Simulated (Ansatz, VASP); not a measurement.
**One calculation of Si, two programs**

```
Si
1.0
     0.00000    2.72185    2.72185
     2.72185    0.00000    2.72185
     2.72185    2.72185    0.00000
Si
2
Direct
  0.75000 0.75000 0.75000
  0.50000 0.50000 0.50000
```

Alike in both runs: task electric field gradients; functional PBEsol; k mesh 10 × 10 × 10; occupations fermi-dirac, width 0.02 eV; no spin polarisation.

|  | VASP | Ansatz |
| --- | --- | --- |
| version | VASP 6.6.1 | Ansatz 0.2.0 |
| potentials or method | VASP PAW PBE potentials, release 64 (Si) | PAW with Ansatz's default frozen-core files, scalar-relativistic |
| plane-wave cutoff (eV) | 520 | 420 |
| valence electrons in the cell | 8 | 8 |

```tsv
	VASP	Ansatz	Ansatz less VASP
pressure (GPa)	-0.4	-0.5	-0.10
```

VASP's potentials were made for PBE, not for PBEsol. The functional is the same, so the differences come from potentials, cutoffs and numerics.
